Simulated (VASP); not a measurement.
# K (P6/mmm) in VASP: notebook

The runs below take K through single point, relaxation of cell and atoms, with PBE.

Program: VASP 6.6.1. These are calculated values, not measurements. Logs are shortened: lines on timing, memory, paths and dates and some standing lists are left out, and cuts for length are marked.

## (1) The cell of the first run

It takes space group P6/mmm (No. 191, hexagonal). Conventional cell: a = 7.750 Å, b = 7.750 Å, c = 4.622 Å, α = 90.00°, β = 90.00°, γ = 120.00°. Within 5.9 Å of K (site symmetry -6m2) lie 11 K at 4.47 to 5.04 Å.

This isn't the form of K at room conditions, which is bcc.

## (2) Single point, PBE (80.15 Å³/atom)

INCAR

```
  PREC = Accurate
  ENCUT = 520
  EDIFF = 1E-6
  ISMEAR = -1
  SIGMA = 0.1
  LREAL = F
  LASPH = T
  NELM = 60
  ALGO = Normal
  ISIF = 2
  LWAVE = F
  LCHARG = F
  GGA = PE
  NBANDS = 20
```

KPOINTS

```
Automatic mesh
0
Gamma
  7 7 9
```

POSCAR

```
K
1.0
    7.7502835098      0.0000000000      0.0000000000
   -3.8751417549      6.7119424060      0.0000000000
    0.0000000000      0.0000000000      4.6224047962
K
3
Direct
    1.0000000000      1.0000000000      0.0000000000
    0.3333333333      0.6666666667      0.5000000000
    0.6666666667      0.3333333333      0.5000000000
```

Potentials or basis: VASP PAW PBE potentials, release 64 (K_sv).

Launch:

```sh
$ cat potpaw_PBE.64/K_sv/POTCAR > POTCAR
$ mpirun -np 1 vasp_std > vasp.out
```

OUTCAR:

```text
PREC = Accurate
   ENCUT = 520
   EDIFF = 1E-6
   ISMEAR = -1
   LREAL = F
   LASPH = T
   NELM = 60
   ISIF = 2
   GGA = PE

 ion  position               nearest neighbor table
   1  0.000  0.000  0.000-
   2  0.333  0.667  0.500-
   3  0.667  0.333  0.500-

  LATTYP: Found a hexagonal cell.
 ALAT       =     7.7502835098
 C/A-ratio  =     0.5964175105

  Lattice vectors:

 A1 = (   7.7502835098,   0.0000000000,   0.0000000000)
 A2 = (  -3.8751417549,   6.7119424060,   0.0000000000)
 A3 = (   0.0000000000,   0.0000000000,   4.6224047962)

Analysis of symmetry for initial positions (statically):
=====================================================================
 Subroutine PRICEL returns:
 Original cell was already a primitive cell.

 Routine SETGRP: Setting up the symmetry group for a
 hexagonal supercell.

 Subroutine GETGRP returns: Found 24 space group operations
 (whereof 24 operations were pure point group operations)
 out of a pool of 24 trial point group operations.

The static configuration has the point symmetry D_6h.

Analysis of symmetry for dynamics (positions and initial velocities):
=====================================================================
 Subroutine PRICEL returns:
 Original cell was already a primitive cell.

 Routine SETGRP: Setting up the symmetry group for a
 hexagonal supercell.

 Subroutine GETGRP returns: Found 24 space group operations
 (whereof 24 operations were pure point group operations)
 out of a pool of 24 trial point group operations.

The dynamic configuration has the point symmetry D_6h.

 Subroutine INISYM returns: Found 24 space group operations
 (whereof 24 operations are pure point group operations),
 and found     1 'primitive' translations

----------------------------------------------------------------------------------------

                                     Primitive cell

  volume of cell :     240.4550

  direct lattice vectors                    reciprocal lattice vectors
     7.750283510  0.000000000  0.000000000     0.129027538  0.074494084  0.000000000
    -3.875141755  6.711942406  0.000000000     0.000000000  0.148988168  0.000000000
     0.000000000  0.000000000  4.622404796     0.000000000  0.000000000  0.216337609

  length of vectors
[... 74 lines left out ...]
 SYSTEM =  unknown system
   PREC   = accura    normal or accurate (medium, high low for compatibility)
   ISTART =      0    job   : 0-new  1-cont  2-samecut
   ICHARG =      2    charge: 1-file 2-atom 10-const
   ISPIN  =      1    spin polarized calculation?
   LNONCOLLINEAR =      F non collinear calculations
   LSORBIT =      F    spin-orbit coupling
   LASPH  =      T    aspherical Exc in radial PAW
   ENCUT  =  520.0 eV  38.22 Ry    6.18 a.u.  14.41 14.41  8.59*2*pi/ulx,y,z
   NELM   =     60;   NELMIN=  2; NELMDL= -5     # of ELM steps
   EDIFF  = 0.1E-05   stopping-criterion for ELM
   LREAL  =      F    real-space projection
   EDIFFG = 0.1E-04   stopping-criterion for IOM
   NSW    =      0    number of steps for IOM
   IBRION =     -1    ionic relax: 0-MD 1-quasi-New 2-CG
   NFREE  =      0    steps in history (QN), initial steepest desc. (CG)
   ISIF   =      2    stress and relaxation
   ISYM   =      2    0-nonsym 1-usesym 2-fastsym
   POTIM  = 0.5000    time-step for ionic-motion
   TEBEG  =    0.0;   TEEND  =   0.0 temperature during run
   PSTRESS=    0.0 pullay stress
   NELECT =      27.0000    total number of electrons
   NUPDOWN=      -1.0000    fix difference up-down
   EMIN   =  10.00;   EMAX   =-10.00  energy-range for DOS
   EFERMI =   0.00;   METHOD = LEGACY
   ISMEAR =    -1;   SIGMA  =   0.10  broadening in eV -4-tet -1-fermi 0-gaus
   EFERMI_NEDOS =   21; number of points for ismear=-14 and -15
   IALGO  =     38    algorithm
   IMIX   =      4    mixing-type and parameters
     AMIX     =   0.40;   BMIX     =  1.00
     AMIX_MAG =   1.60;   BMIX_MAG =  1.00
  volume/ion in A,a.u.               =      80.15       540.89
  Fermi-wavevector in a.u.,A,eV,Ry     =   0.789802  1.492509  8.487137  0.623787
  Thomas-Fermi vector in A             =   1.895016
   LORBIT       =      0    0 simple, 1 ext, 2 COOP (PROOUT), +10 PAW based schemes
   GGA     = PE    functional components
[... 5 lines left out ...]
 non-spin polarized calculation
  energy-cutoff  :      520.00
  volume of cell :      240.45
 maximum number of plane-waves:      6515
 NGX is ok and might be reduce to    60
   NGX = 29   NGY = 29   NGZ = 17

 number of electron      27.0000001 magnetization

 Free energy of the ion-electron system (eV)
  ---------------------------------------------------
  ext. energy  EPLUGINS =         0.00000000
  ---------------------------------------------------
  free energy    TOTEN  =        -3.14246476 eV

  energy without entropy =       -3.06383715  energy(sigma->0) =       -3.10315096

 E-fermi :  -0.2909     XC(G=0):  -5.4472

 val. band max:       -0.3231223965   @ k =   0.4286   0.1429   0.1111
 cond. band min:      -0.2559461176   @ k =   0.2857   0.1429   0.1111
 fundamental gap:      0.0671762789
 Fermi energy:        -0.2909069575

 k-point     1 :       0.0000    0.0000    0.0000
  band No.  band energies     occupation
      1     -32.5199      2.00000
      2     -32.5162      2.00000
      3     -32.4430      2.00000
      4     -16.0177      2.00000
      5     -16.0177      2.00000
      6     -15.9817      2.00000
[... 541 lines left out ...]
     19       2.3762      0.00000
     20       2.5613      0.00000

 [... further k-points ...]

------------------------ aborting loop because EDIFF is reached ----------------------------------------

  FORCE on cell =-STRESS in cart. coord.  units (eV):
  Direction    XX          YY          ZZ          XY          YZ          ZX
  --------------------------------------------------------------------------------------
  -------------------------------------------------------------------------------------
  Total       -0.3596591     -0.3596591     -0.3287737      0.0000000      0.0000000      0.0000000
  in kB       -2.3964469     -2.3964469     -2.1906545      0.0000000      0.0000000      0.0000000
  external PRESSURE =      -2.3278495 kB  Pullay stress =       0.0000000 kB

 VOLUME and BASIS-vectors are now :
 -----------------------------------------------------------------------------
  energy-cutoff  :      520.00
  volume of cell :      240.45
      direct lattice vectors                 reciprocal lattice vectors
     7.750283510  0.000000000  0.000000000     0.129027538  0.074494084  0.000000000
    -3.875141755  6.711942406  0.000000000     0.000000000  0.148988168  0.000000000
     0.000000000  0.000000000  4.622404796     0.000000000  0.000000000  0.216337609

 POSITION                                       TOTAL-FORCE (eV/Angst)
 -----------------------------------------------------------------------------------
      0.00000      0.00000      0.00000         0.000000      0.000000      0.000000
     -0.00000      4.47463      2.31120        -0.000000      0.000000      0.000000
      3.87514      2.23731      2.31120         0.000000     -0.000000     -0.000000
 -----------------------------------------------------------------------------------
    total drift:                                0.000000     -0.000000      0.000000

  FREE ENERGIE OF THE ION-ELECTRON SYSTEM (eV)
  ---------------------------------------------------
  free  energy   TOTEN  =        -3.1424647627 eV

  energy  without entropy=       -3.0638371482  energy(sigma->0) =       -3.10315096
```

OSZICAR:

```text
N       E                     dE             d eps       ncg     rms          rms(c)
DAV:   1     0.189894570098E+03    0.18989E+03   -0.10841E+04  1608   0.105E+03
DAV:   2     0.115842793473E+02   -0.17831E+03   -0.17566E+03  1768   0.295E+02
DAV:   3    -0.240094678179E+01   -0.13985E+02   -0.13876E+02  2592   0.664E+01
DAV:   4    -0.311671498425E+01   -0.71577E+00   -0.71299E+00  2316   0.129E+01
DAV:   5    -0.313923816169E+01   -0.22523E-01   -0.22520E-01  2392   0.214E+00    0.309E+00
DAV:   6    -0.314073449736E+01   -0.14963E-02   -0.75253E-03  2248   0.511E-01    0.190E+00
DAV:   7    -0.314217134704E+01   -0.14368E-02   -0.79267E-03  2240   0.506E-01    0.890E-02
DAV:   8    -0.314242927560E+01   -0.25793E-03   -0.85374E-04  2404   0.218E-01    0.359E-02
DAV:   9    -0.314246205965E+01   -0.32784E-04   -0.22974E-05  2096   0.328E-02    0.175E-02
DAV:  10    -0.314246446484E+01   -0.24052E-05   -0.16236E-05  2200   0.244E-02    0.161E-03
DAV:  11    -0.314246476274E+01   -0.29790E-06   -0.38096E-07  1360   0.414E-03
   1 F= -.31424648E+01 E0= -.31031510E+01  d E =-.786276E-01
```

stdout:

```text
POSCAR found type information on POSCAR K
 POSCAR found :  1 types and       3 ions
 scaLAPACK will be used
 LDA part: xc-table for (Slater+PW92), standard interpolation
 POSCAR, INCAR and KPOINTS ok, starting setup
 FFT: planning ... GRIDC
 FFT: planning ... GRID_SOFT
 FFT: planning ... GRID
 WAVECAR not read
 entering main loop
```

It took 3.3 min on 1 thread of Intel Xeon 8259CL, shared host; peak memory 0.41 GiB.

What came out:

* Free energy: -3.1425 eV
* Pressure: -0.2 GPa
* Band gap on the k mesh: zero (an odd number of electrons rules out a gap without spin polarisation)

## (3) Single point, PBE (83.12 Å³/atom)

This run uses another cell than the first one, of 83.12 Å³/atom.

INCAR

```
PREC = Accurate
ENCUT = 520
EDIFF = 1E-6
ISMEAR = -1
SIGMA = 0.1
LREAL = False
LASPH = True
NELM = 60
ALGO = Normal
ISIF = 2
LWAVE = False
LCHARG = False
GGA = PE
NBANDS = 20
```

KPOINTS is that of step 2.

POSCAR

```
K
1.0
    7.8448084782      0.0000000000      0.0000000000
   -3.9224042391      6.7938034299      0.0000000000
    0.0000000000      0.0000000000      4.6787811425
K
3
Direct
    1.0000000000      1.0000000000      0.0000000000
    0.3333333333      0.6666666667      0.5000000000
    0.6666666667      0.3333333333      0.5000000000
```

Potentials or basis: VASP PAW PBE potentials, release 64 (K_sv).

Launch:

```sh
$ cat potpaw_PBE.64/K_sv/POTCAR > POTCAR
$ mpirun -np 1 vasp_std > vasp.out
```

OUTCAR:

```text
PREC = Accurate
   ENCUT = 520
   EDIFF = 1E-6
   ISMEAR = -1
   LREAL = False
   LASPH = True
   NELM = 60
   ISIF = 2
   GGA = PE

 ion  position               nearest neighbor table
   1  0.000  0.000  0.000-
   2  0.333  0.667  0.500-
   3  0.667  0.333  0.500-

  LATTYP: Found a hexagonal cell.
 ALAT       =     7.8448084782
 C/A-ratio  =     0.5964175104

  Lattice vectors:

[... 738 lines left out ...]

 [... further k-points ...]

------------------------ aborting loop because EDIFF is reached ----------------------------------------

  FORCE on cell =-STRESS in cart. coord.  units (eV):
  Direction    XX          YY          ZZ          XY          YZ          ZX
  --------------------------------------------------------------------------------------
  -------------------------------------------------------------------------------------
  Total       -0.5096255     -0.5096255     -0.4737979      0.0000000      0.0000000      0.0000000
  in kB       -3.2744149     -3.2744149     -3.0442172      0.0000000      0.0000000      0.0000000
  external PRESSURE =      -3.1976823 kB  Pullay stress =       0.0000000 kB

 VOLUME and BASIS-vectors are now :
 -----------------------------------------------------------------------------
  energy-cutoff  :      520.00
  volume of cell :      249.36
      direct lattice vectors                 reciprocal lattice vectors
     7.844808478  0.000000000  0.000000000     0.127472838  0.073596477  0.000000000
    -3.922404239  6.793803430  0.000000000     0.000000000  0.147192955  0.000000000
     0.000000000  0.000000000  4.678781143     0.000000000  0.000000000  0.213730878

 POSITION                                       TOTAL-FORCE (eV/Angst)
 -----------------------------------------------------------------------------------
      0.00000      0.00000      0.00000         0.000000      0.000000      0.000000
     -0.00000      4.52920      2.33939        -0.000000      0.000000      0.000000
      3.92240      2.26460      2.33939         0.000000      0.000000      0.000000
 -----------------------------------------------------------------------------------
    total drift:                                0.000000     -0.000000      0.000000

  FREE ENERGIE OF THE ION-ELECTRON SYSTEM (eV)
  ---------------------------------------------------
  free  energy   TOTEN  =        -3.1277295302 eV

  energy  without entropy=       -3.0476649339  energy(sigma->0) =       -3.08769723
```

OSZICAR:

```text
N       E                     dE             d eps       ncg     rms          rms(c)
DAV:   1     0.186626096909E+03    0.18663E+03   -0.10841E+04  1632   0.105E+03
DAV:   2     0.112798909177E+02   -0.17535E+03   -0.17273E+03  1796   0.294E+02
DAV:   3    -0.234843107111E+01   -0.13628E+02   -0.13542E+02  2552   0.652E+01
DAV:   4    -0.310145013401E+01   -0.75302E+00   -0.74953E+00  2324   0.134E+01
DAV:   5    -0.312383657739E+01   -0.22386E-01   -0.22381E-01  2360   0.217E+00    0.295E+00
DAV:   6    -0.312577490048E+01   -0.19383E-02   -0.78183E-03  2252   0.523E-01    0.180E+00
DAV:   7    -0.312742478819E+01   -0.16499E-02   -0.78098E-03  2172   0.502E-01    0.851E-02
DAV:   8    -0.312769781824E+01   -0.27303E-03   -0.76624E-04  2408   0.210E-01    0.355E-02
DAV:   9    -0.312772758873E+01   -0.29770E-04   -0.22106E-05  2044   0.298E-02    0.163E-02
DAV:  10    -0.312772938080E+01   -0.17921E-05   -0.14341E-05  2196   0.226E-02    0.156E-03
DAV:  11    -0.312772953024E+01   -0.14943E-06   -0.35826E-07  1284   0.367E-03
   1 F= -.31277295E+01 E0= -.30876972E+01  d E =-.800646E-01
```

stdout:

```text
POSCAR found type information on POSCAR K
 POSCAR found :  1 types and       3 ions
 scaLAPACK will be used
 LDA part: xc-table for (Slater+PW92), standard interpolation
 POSCAR, INCAR and KPOINTS ok, starting setup
 FFT: planning ... GRIDC
 FFT: planning ... GRID_SOFT
 FFT: planning ... GRID
 WAVECAR not read
 entering main loop
```

Wall time 4.3 min (1 thread of Intel Xeon 8259CL, shared host); peak memory 0.42 GiB.

Results:

```yaml
Free_energy: -3.1277 eV
Pressure: -0.3 GPa
Band_gap_on_the_k_mesh: zero (an odd number of electrons rules out a gap without spin polarisation)
```

Levels at points of the mesh, in eV from the Fermi level:
```csv
k point,band 10,band 11,band 12,band 13,band 14,band 15,band 16,band 17
"(0.00, 0.00, 0.00)",-15.66,-15.66,-15.64,-2.00,1.10,1.10,1.11,1.11
```

## (4) Relaxation of cell and atoms, PBE

This run uses another cell than the first one, of 71.32 Å³/atom.

INCAR

```
SYSTEM = K
ALGO = Normal
EDIFF = 1E-6
EDIFFG = -0.01
ENCUT = 600
GGA = PE
IBRION = 2
ISIF = 3
ISMEAR = -1
LASPH = .TRUE.
LCHARG = .FALSE.
LREAL = .FALSE.
LWAVE = .FALSE.
NELM = 100
NSW = 80
PREC = Accurate
SIGMA = 0.1
```

KPOINTS

```
k-points
0
G
  5 5 7
  0 0 0
```

POSCAR

```
K
1.0
    7.3867433931      0.0000000000      0.0000000000
   -3.6933716966      6.3971074297      0.0000000000
    0.0000000000      0.0000000000      4.5280737000
K
3
Direct
    0.0000000000      0.0000000000      0.0000000000
    0.3333333333      0.6666666667      0.5000000000
    0.6666666667      0.3333333333      0.5000000000
```

Launch:

```sh
$ cat potpaw_PBE.64/K_sv/POTCAR > POTCAR
$ mpirun -np 1 vasp_std > vasp.out
```

It took 11 min on 1 thread of Intel Xeon 8259CL, shared host; peak memory 0.39 GiB.

The run converged. Its results:

```
Free energy                           : -3.1586 eV
Relaxed volume                        : 74.23 Å³/atom
Relaxed cell                          : a = 7.558 Å, b = 7.558 Å, c = 4.501 Å, α = 90.00°, β = 90.00°, γ = 120.00°
Space group after relaxing (to 0.1 Å) : P6/mmm (No. 191)
Energy gained by relaxing             : 2.4 meV/atom
Ionic steps                           : 7
Pressure after relaxing               : 0.0 GPa
Band gap on the k mesh                : zero (an odd number of electrons rules out a gap without spin polarisation)
```

The path:
```
step  energy change (eV)  largest force (eV/Å)  pressure (GPa)  volume (Å³)
   1              0.0000                0.0000            0.16       213.97
   2             -0.0029                0.0000            0.12       216.18
   3             -0.0070                0.0000            0.00       222.89
   4             -0.0071                0.0000           -0.02       224.01
   5             -0.0071                0.0000           -0.01       223.81
   6             -0.0072                0.0000           -0.01       223.51
   7             -0.0073                0.0000            0.00       222.70
```

Final structure:
```cif
data_structure
_symmetry_space_group_name_H-M 'P 1'
_symmetry_Int_Tables_number 1
_cell_length_a 7.5582
_cell_length_b 7.5582
_cell_length_c 4.5015
_cell_angle_alpha 90.000
_cell_angle_beta 90.000
_cell_angle_gamma 120.000
_cell_volume 222.70
loop_
_atom_site_label
_atom_site_type_symbol
_atom_site_fract_x
_atom_site_fract_y
_atom_site_fract_z
_atom_site_occupancy
K1 K 0.00000 0.00000 0.00000 1
K2 K 0.33333 0.66667 0.50000 1
K3 K 0.66667 0.33333 0.50000 1
```

Levels at points of the mesh, in eV from the Fermi level:
| k point | band 11 | band 12 | band 13 | band 14 | band 15 | band 16 |
| --- | --- | --- | --- | --- | --- | --- |
| (0.00, 0.00, 0.00) | -15.55 | -15.53 | -2.13 | 1.16 | 1.16 | 1.17 |

## (5) Summary

| task | cell | k mesh | cutoff (eV) | gap on the mesh (eV) | pressure (GPa) |
| --- | --- | --- | --- | --- | --- |
| single point | a = 7.750, b = 7.750, c = 4.622 Å, angles 90.0, 90.0, 120.0°, 3 atoms | 7 × 7 × 9 | 520 | none | -0.2 |
| single point | a = 7.845, b = 7.845, c = 4.679 Å, angles 90.0, 90.0, 120.0°, 3 atoms | 7 × 7 × 9 | 520 | none | -0.3 |
| relaxation of cell and atoms | relaxed from a = 7.387, b = 7.387, c = 4.528 Å, angles 90.0, 90.0, 120.0°, 3 atoms | 5 × 5 × 7 | 600 | none | 0.0 |

Alike in all rows: level PBE; potentials or basis VASP PAW PBE potentials, release 64 (K_sv); no spin polarisation; smearing fermi-dirac 0.1 eV.

Absolute energies hang on the potentials; compare differences alone.
